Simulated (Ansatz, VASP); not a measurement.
Fe: VASP beside Ansatz

```
Fe
1.0
     2.43416    0.00000    0.00000
    -1.21708    2.10804    0.00000
     0.00000    0.00000    3.95719
Fe
2
Direct
  0.33333 0.66667 0.25000
  0.66667 0.33333 0.75000
```

Change from the starting cell: zz strain of +3 %.

Alike in both runs: task single point; functional PBE; k mesh 17 × 17 × 10; occupations fermi-dirac, width 0.08 eV; no spin polarisation.

```csv
,VASP,Ansatz
version,VASP 6.6.1,Ansatz 0.2.0
potentials or method,"VASP PAW PBE potentials, release 64 (Fe), cutoff 600 eV","all-electron LAPW, scalar-relativistic"
```

Ansatz gave:

```
pressure (GPa)                                                : 1.5
traceless stress, the component that is largest in VASP (GPa) : -8.39
```

Problem. Which values does VASP return?

Solution. Pressure (GPa): 0.9; traceless stress, the component that is largest in VASP (GPa): -8.23.

Ansatz ran all-electron here, and VASP with PAW potentials.
